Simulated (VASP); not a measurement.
# Ba (P4/nmm) in VASP: single point with PBE

Aim: the single point of Ba with PBE.

All numbers are computed with VASP 6.6.1; they aren't measurements. Logs are shortened: lines on timing, memory, paths and dates and some standing lists are left out, and cuts for length are marked.

**1. The cell of the first run**

The typed cell holds 2 atoms: a = 5.128 Å, b = 5.128 Å, c = 4.864 Å, α = 90.00°, β = 90.00°, γ = 90.00°.

The cell was generated, and may not be a known phase.

**2. Single point, PBE**

Input file INCAR:

```
PREC = Accurate
ENCUT = 520
EDIFF = 1E-7
ISMEAR = 0
SIGMA = 0.1
LREAL = False
LASPH = True
NELM = 60
ALGO = Fast
ISIF = 2
LWAVE = False
LCHARG = False
GGA = PE
NBANDS = 17
```

Input file KPOINTS:

```
regular mesh
0
Gamma
  4 4 4
```

Input file POSCAR:

```
Ba
1.0
    5.1275968362      0.0000000000      0.0000000000
    0.0000000000      5.1275968362      0.0000000000
    0.0000000000      0.0000000000      4.8644103712
Ba
2
Direct
    0.5000000000      0.0000000000      0.2504485762
    0.0000000000      0.5000000000      0.7495514238
```

Potentials or basis: VASP PAW PBE potentials, release 64 (Ba_sv).

The run is started by

```
$ cat potpaw_PBE.64/Ba_sv/POTCAR > POTCAR
$ mpirun -np 1 vasp_std > vasp.out
```

OUTCAR:

```text
PREC = Accurate
   ENCUT = 520
   EDIFF = 1E-7
   ISMEAR = 0
   LREAL = False
   LASPH = True
   NELM = 60
   ISIF = 2
   GGA = PE

 ion  position               nearest neighbor table
   1  0.500  0.000  0.250-   2 4.36   2 4.36   2 4.36   2 4.36   2 4.37   2 4.37   2 4.37   2 4.37

   2  0.000  0.500  0.750-   1 4.36   1 4.36   1 4.36   1 4.36   1 4.37   1 4.37   1 4.37   1 4.37

  LATTYP: Found a simple tetragonal cell.
 ALAT       =     5.1275968362
 C/A-ratio  =     0.9486725510

  Lattice vectors:

 A1 = (   5.1275968362,   0.0000000000,   0.0000000000)
 A2 = (   0.0000000000,   5.1275968362,   0.0000000000)
 A3 = (   0.0000000000,   0.0000000000,   4.8644103712)

Analysis of symmetry for initial positions (statically):
=====================================================================
 Subroutine PRICEL returns:
 Original cell was already a primitive cell.

 Routine SETGRP: Setting up the symmetry group for a
 simple tetragonal supercell.

 Subroutine GETGRP returns: Found 16 space group operations
 (whereof  8 operations were pure point group operations)
 out of a pool of 16 trial point group operations.

The static configuration has the point symmetry D_2d.
 The point group associated with its full space group is D_4h.

Analysis of symmetry for dynamics (positions and initial velocities):
=====================================================================
 Subroutine PRICEL returns:
 Original cell was already a primitive cell.

 Routine SETGRP: Setting up the symmetry group for a
 simple tetragonal supercell.

 Subroutine GETGRP returns: Found 16 space group operations
 (whereof  8 operations were pure point group operations)
 out of a pool of 16 trial point group operations.

The dynamic configuration has the point symmetry D_2d.
 The point group associated with its full space group is D_4h.

 Subroutine INISYM returns: Found 16 space group operations
 (whereof  8 operations are pure point group operations),
 and found     1 'primitive' translations

----------------------------------------------------------------------------------------

                                     Primitive cell

  volume of cell :     127.8963

  direct lattice vectors                    reciprocal lattice vectors
     5.127596836  0.000000000  0.000000000     0.195023133  0.000000000  0.000000000
     0.000000000  5.127596836  0.000000000     0.000000000  0.195023133  0.000000000
     0.000000000  0.000000000  4.864410371     0.000000000  0.000000000  0.205574761

  length of vectors
     5.127596836  5.127596836  4.864410371     0.195023133  0.195023133  0.205574761

  position of ions in fractional coordinates (direct lattice)
     0.500000000  0.000000000  0.250448576
     0.000000000  0.500000000  0.749551424

  ion indices of the primitive-cell ions
   primitive index   ion index
                 1           1
                 2           2

----------------------------------------------------------------------------------------

 KPOINTS: regular mesh

Automatic generation of k-mesh.
 Grid dimensions read from file:
 generate k-points for:    4    4    4

 Generating k-lattice:

  Cartesian coordinates                     Fractional coordinates (reciprocal lattice)
     0.048755783  0.000000000  0.000000000     0.250000000  0.000000000  0.000000000
     0.000000000  0.048755783  0.000000000     0.000000000  0.250000000  0.000000000
     0.000000000  0.000000000  0.051393690     0.000000000  0.000000000  0.250000000

  Length of vectors
     0.048755783  0.048755783  0.051393690

  Shift w.r.t. Gamma in fractional coordinates (k-lattice)
     0.000000000  0.000000000  0.000000000

 Subroutine IBZKPT returns following result:
 ===========================================

 Found     18 irreducible k-points:

 Following reciprocal coordinates:
            Coordinates               Weight
  0.000000  0.000000  0.000000      1.000000
  0.250000  0.000000  0.000000      4.000000
  0.500000  0.000000  0.000000      2.000000
  0.250000  0.250000  0.000000      4.000000
  0.500000  0.250000  0.000000      4.000000
  0.500000  0.500000  0.000000      1.000000
[... 10 lines left out ...]
  0.500000  0.250000  0.500000      4.000000
  0.500000  0.500000  0.500000      1.000000
   k-points           NKPTS =     18   k-points in BZ     NKDIM =     18   number of bands    NBANDS=     17
   number of dos      NEDOS =    301   number of ions     NIONS =      2
   total plane-waves  NPLWV =  57600
   dimension x,y,z NGX =    40 NGY =   40 NGZ =   36
   dimension x,y,z NGXF=    80 NGYF=   80 NGZF=   72
   ions per type =               2
   NGX,Y,Z   is equivalent  to a cutoff of  12.97, 12.97, 12.30 a.u.
   NGXF,Y,Z  is equivalent  to a cutoff of  25.94, 25.94, 24.61 a.u.
 SYSTEM =  unknown system
   PREC   = accura    normal or accurate (medium, high low for compatibility)
   ISTART =      0    job   : 0-new  1-cont  2-samecut
   ICHARG =      2    charge: 1-file 2-atom 10-const
   ISPIN  =      1    spin polarized calculation?
   LNONCOLLINEAR =      F non collinear calculations
   LSORBIT =      F    spin-orbit coupling
   LASPH  =      T    aspherical Exc in radial PAW
   ENCUT  =  520.0 eV  38.22 Ry    6.18 a.u.   9.53  9.53  9.04*2*pi/ulx,y,z
   NELM   =     60;   NELMIN=  2; NELMDL= -5     # of ELM steps
   EDIFF  = 0.1E-06   stopping-criterion for ELM
   LREAL  =      F    real-space projection
   EDIFFG = 0.1E-05   stopping-criterion for IOM
   NSW    =      0    number of steps for IOM
   IBRION =     -1    ionic relax: 0-MD 1-quasi-New 2-CG
   NFREE  =      0    steps in history (QN), initial steepest desc. (CG)
   ISIF   =      2    stress and relaxation
   ISYM   =      2    0-nonsym 1-usesym 2-fastsym
   POTIM  = 0.5000    time-step for ionic-motion
   TEBEG  =    0.0;   TEEND  =   0.0 temperature during run
   PSTRESS=    0.0 pullay stress
   NELECT =      20.0000    total number of electrons
   NUPDOWN=      -1.0000    fix difference up-down
   EMIN   =  10.00;   EMAX   =-10.00  energy-range for DOS
   EFERMI =   0.00;   METHOD = LEGACY
   ISMEAR =     0;   SIGMA  =   0.10  broadening in eV -4-tet -1-fermi 0-gaus
   EFERMI_NEDOS =   21; number of points for ismear=-14 and -15
   IALGO  =     68    algorithm
   IMIX   =      4    mixing-type and parameters
     AMIX     =   0.40;   BMIX     =  1.00
     AMIX_MAG =   1.60;   BMIX_MAG =  1.00
  volume/ion in A,a.u.               =      63.95       431.54
  Fermi-wavevector in a.u.,A,eV,Ry     =   0.881994  1.666727 10.584149  0.777913
  Thomas-Fermi vector in A             =   2.002565
   LORBIT       =      0    0 simple, 1 ext, 2 COOP (PROOUT), +10 PAW based schemes
   GGA     = PE    functional components
   LHFCALC =     F    Hartree Fock is set to
   AEXX    =    0.0000 exact exchange contribution
   IVDW    =     0    specifies the selected vdW correction
   LEPSILON=     F    determine dielectric tensor
   LRPA    =     F    only Hartree local field effects (RPA)
 non-spin polarized calculation
 RMM-DIIS sequential band-by-band and
 Gauss-broadening in eV      SIGMA  =   0.10
  energy-cutoff  :      520.00
  volume of cell :      127.90
 maximum number of plane-waves:      3474
 NGX is ok and might be reduce to    40
   NGX = 19   NGY = 19   NGZ = 19

 number of electron      19.9999998 magnetization

 Free energy of the ion-electron system (eV)
  ---------------------------------------------------
  ext. energy  EPLUGINS =         0.00000000
  ---------------------------------------------------
  free energy    TOTEN  =        -3.83635826 eV

  energy without entropy =       -3.82833469  energy(sigma->0) =       -3.83234647

 E-fermi :   1.7062     XC(G=0):  -7.3620

 val. band max:        1.4253956801   @ k =   0.0000   0.0000   0.2500
 cond. band min:       1.7078137527   @ k =   0.2500   0.2500   0.0000
 fundamental gap:      0.2824180726
 Fermi energy:         1.7061609713

 k-point     1 :       0.0000    0.0000    0.0000
  band No.  band energies     occupation
      1     -27.3160      2.00000
      2     -27.2458      2.00000
      3     -12.5901      2.00000
      4     -12.5901      2.00000
      5     -12.5484      2.00000
      6     -12.2750      2.00000
[... 9 lines left out ...]
     16       5.0189      0.00000
     17       5.6903      0.00000

 k-point     2 :       0.2500    0.0000    0.0000
  band No.  band energies     occupation
      1     -27.3048      2.00000
      2     -27.2551      2.00000
      3     -12.5779      2.00000
      4     -12.5428      2.00000
      5     -12.5073      2.00000
      6     -12.3556      2.00000
[... 9 lines left out ...]
     16       4.3026      0.00000
     17       4.6870      0.00000

 k-point     3 :       0.5000    0.0000    0.0000
  band No.  band energies     occupation
      1     -27.2790      2.00000
      2     -27.2790      2.00000
      3     -12.5017      2.00000
      4     -12.5017      2.00000
      5     -12.4295      2.00000
      6     -12.4295      2.00000
[... 9 lines left out ...]
     16       3.6543      0.00000
     17       4.6229      0.00000

 k-point     4 :       0.2500    0.2500    0.0000
  band No.  band energies     occupation
      1     -27.2965      2.00000
      2     -27.2614      2.00000
      3     -12.6517      2.00000
      4     -12.4998      2.00000
      5     -12.4768      2.00000
      6     -12.4315      2.00000
[... 9 lines left out ...]
     16       4.2961      0.00000
     17       4.6319      0.00000

 k-point     5 :       0.5000    0.2500    0.0000
  band No.  band energies     occupation
      1     -27.2779      2.00000
      2     -27.2779      2.00000
      3     -12.6367      2.00000
      4     -12.6367      2.00000
      5     -12.4062      2.00000
      6     -12.4062      2.00000
[... 9 lines left out ...]
     16       3.9347      0.00000
     17       5.1756      0.00000

 k-point     6 :       0.5000    0.5000    0.0000
  band No.  band energies     occupation
      1     -27.2769      2.00000
      2     -27.2769      2.00000
      3     -12.7118      2.00000
      4     -12.7118      2.00000
      5     -12.4031      2.00000
      6     -12.4031      2.00000
[... 9 lines left out ...]
     16       4.4741      0.00000
     17       5.1830      0.00000

 k-point     7 :       0.0000    0.0000    0.2500
  band No.  band energies     occupation
      1     -27.3037      2.00000
      2     -27.2540      2.00000
      3     -12.5651      2.00000
      4     -12.5405      2.00000
      5     -12.5405      2.00000
      6     -12.3749      2.00000
[... 9 lines left out ...]
     16       4.1795      0.00000
     17       4.1798      0.00000

 k-point     8 :       0.2500    0.0000    0.2500
  band No.  band energies     occupation
      1     -27.2954      2.00000
      2     -27.2602      2.00000
      3     -12.6410      2.00000
      4     -12.5055      2.00000
      5     -12.5005      2.00000
      6     -12.4316      2.00000
[... 9 lines left out ...]
     16       4.5012      0.00000
     17       4.6699      0.00000
[... 83 lines left out ...]
      1     -27.2770      2.00000
      2     -27.2765      2.00000
      3     -12.5271      2.00000
      4     -12.5268      2.00000
      5     -12.4257      2.00000
      6     -12.4257      2.00000
[... 9 lines left out ...]
     16       3.3103      0.00000
     17       4.4112      0.00000

 k-point    14 :       0.2500    0.0000    0.5000
  band No.  band energies     occupation
      1     -27.2758      2.00000
      2     -27.2755      2.00000
      3     -12.6416      2.00000
      4     -12.6412      2.00000
      5     -12.4220      2.00000
      6     -12.4205      2.00000
[... 9 lines left out ...]
     16       4.0700      0.00000
     17       5.6052      0.00000

 k-point    15 :       0.5000    0.0000    0.5000
  band No.  band energies     occupation
      1     -27.2746      2.00000
      2     -27.2746      2.00000
      3     -12.7111      2.00000
      4     -12.7111      2.00000
      5     -12.4179      2.00000
      6     -12.4179      2.00000
[... 9 lines left out ...]
     16       4.8112      0.00000
     17       5.4985      0.00000

 k-point    16 :       0.2500    0.2500    0.5000
  band No.  band energies     occupation
      1     -27.2747      2.00000
      2     -27.2745      2.00000
      3     -12.6385      2.00000
      4     -12.6382      2.00000
      5     -12.4555      2.00000
      6     -12.4530      2.00000
[... 9 lines left out ...]
     16       4.5554      0.00000
     17       5.5327      0.00000

 k-point    17 :       0.5000    0.2500    0.5000
  band No.  band energies     occupation
      1     -27.2736      2.00000
      2     -27.2736      2.00000
      3     -12.6495      2.00000
      4     -12.6495      2.00000
      5     -12.4510      2.00000
      6     -12.4510      2.00000
[... 9 lines left out ...]
     16       5.0322      0.00000
     17       5.5307      0.00000

 k-point    18 :       0.5000    0.5000    0.5000
  band No.  band energies     occupation
      1     -27.2726      2.00000
      2     -27.2726      2.00000
      3     -12.5139      2.00000
      4     -12.5139      2.00000
      5     -12.4851      2.00000
      6     -12.4851      2.00000
[... 9 lines left out ...]
     16       5.1487      0.00000
     17       5.3168      0.00000

------------------------ aborting loop because EDIFF is reached ----------------------------------------

  FORCE on cell =-STRESS in cart. coord.  units (eV):
  Direction    XX          YY          ZZ          XY          YZ          ZX
  --------------------------------------------------------------------------------------
  -------------------------------------------------------------------------------------
  Total       -0.0966353     -0.0966353      0.0674605      0.0000000     -0.0000000      0.0000000
  in kB       -1.2105665     -1.2105665      0.8450880      0.0000000     -0.0000000      0.0000000
  external PRESSURE =      -0.5253483 kB  Pullay stress =       0.0000000 kB

 VOLUME and BASIS-vectors are now :
 -----------------------------------------------------------------------------
  energy-cutoff  :      520.00
  volume of cell :      127.90
      direct lattice vectors                 reciprocal lattice vectors
     5.127596836  0.000000000  0.000000000     0.195023133  0.000000000  0.000000000
     0.000000000  5.127596836  0.000000000     0.000000000  0.195023133  0.000000000
     0.000000000  0.000000000  4.864410371     0.000000000  0.000000000  0.205574761

 POSITION                                       TOTAL-FORCE (eV/Angst)
 -----------------------------------------------------------------------------------
      2.56380      0.00000      1.21828         0.000000      0.000000     -0.005480
      0.00000      2.56380      3.64613         0.000000      0.000000      0.005480
 -----------------------------------------------------------------------------------
    total drift:                                0.000000      0.000000      0.000000

  FREE ENERGIE OF THE ION-ELECTRON SYSTEM (eV)
  ---------------------------------------------------
  free  energy   TOTEN  =        -3.8363582555 eV

  energy  without entropy=       -3.8283346908  energy(sigma->0) =       -3.83234647
```

Wall time 50 s (1 thread of Oxide Virtual Turin-like, shared host); peak memory 0.19 GiB.

Results:

```yaml
Free_energy: -3.8364 eV
Pressure: -0.1 GPa
Largest_force: 0.005 eV/Å
Band_gap_on_the_k_mesh: zero (bands 10 and 11 overlap by 0.94 eV)
```

Forces on the atoms (eV/Å):
```
Ba   0.000  0.000 -0.005
Ba   0.000  0.000  0.005
```

Levels at points of the mesh, in eV from the Fermi level:
| k point | band 8 | band 9 | band 10 | band 11 | band 12 | band 13 |
| --- | --- | --- | --- | --- | --- | --- |
| (0.00, 0.00, 0.00) | -13.98 | -2.85 | -0.67 | -0.59 | 1.50 | 1.82 |
| (0.50, 0.00, 0.00) | -14.12 | -1.08 | -1.08 | 0.62 | 0.62 | 1.67 |
| (0.50, 0.50, 0.00) | -13.97 | -1.02 | -1.02 | 0.81 | 0.81 | 0.99 |
| (0.00, 0.00, 0.50) | -14.13 | -0.92 | -0.91 | 0.70 | 0.71 | 1.60 |
| (0.50, 0.00, 0.50) | -13.99 | -0.98 | -0.98 | 0.48 | 0.48 | 1.16 |
| (0.50, 0.50, 0.50) | -14.19 | 0.35 | 0.35 | 0.35 | 0.35 | 0.50 |

Caveat: spin-orbit coupling is left out, which moves the levels of the heavy elements.

The gap in the log of VASP goes by the Fermi energy; the results here count the filled bands.